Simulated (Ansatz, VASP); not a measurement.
Two plane-wave programs on Hf

The input INCAR:

```
SYSTEM = Hf
ALGO = Normal
EDIFF = 1E-7
ENCUT = 520
GGA = PS
ISIF = 2
ISMEAR = 0
LASPH = .TRUE.
LCHARG = .TRUE.
LELF = .TRUE.
LREAL = .FALSE.
LVHAR = .TRUE.
LWAVE = .FALSE.
NBANDS = 11
NELM = 60
PREC = Accurate
SIGMA = 0.15
```

KPOINTS

```
k-points
0
G
  18 18 18
  0 0 0
```

Contents of POSCAR:

```
Hf
1.0
   -1.7779250000      1.7779250000      1.7779250000
    1.7779250000     -1.7779250000      1.7779250000
    1.7779250000      1.7779250000     -1.7779250000
Hf
1
Direct
    0.0000000000      0.0000000000      0.0000000000
```

Input for Ansatz:

```yaml
crystal:
  lattice:
    - [-1.777925, 1.777925, 1.777925]
    - [1.777925, -1.777925, 1.777925]
    - [1.777925, 1.777925, -1.777925]
  atoms:
    - { symbol: Hf, position: [0.0, 0.0, 0.0] }
basis:
  ecutwfc: 420
kpoints:
  mp_grid: { grid: [18, 18, 18] }
hamiltonian:
  xc: pbesol
scf:
  occupations: { method: gaussian, width: 0.15 }
output:
  forces: true
  stress: true
  eigenvalues: true
```

Change from the starting cell: strain -0.015 along x and y, -0.015 along z, atoms carried along.

Alike in both runs: task single point; functional PBEsol; k mesh 18 × 18 × 18; occupations gaussian, width 0.15 eV; no spin polarisation.

```csv
,VASP,Ansatz
version,VASP 6.6.1,Ansatz 0.2.0
potentials or method,"VASP PAW PBE potentials, release 64 (Hf_pv), cutoff 520 eV","scalar-relativistic, plane waves, PAW"
valence electrons in the cell,10,26
```

VASP gave:

```
gap on the k mesh at the Fermi level (eV) : none
pressure (GPa)                            : -5.6
```

Question: Which values does Ansatz return?

Answer: gap on the k mesh at the Fermi level (eV): none; pressure (GPa): -5.3.

VASP's potentials were made for PBE, not for PBEsol. A gap of «none» marks a metal or a gap that the smearing closes. VASP's potentials hold 10 valence electrons a cell and Ansatz's 26, so a difference there can come from the potentials and not from the codes.

Neither program's run includes spin-orbit coupling.
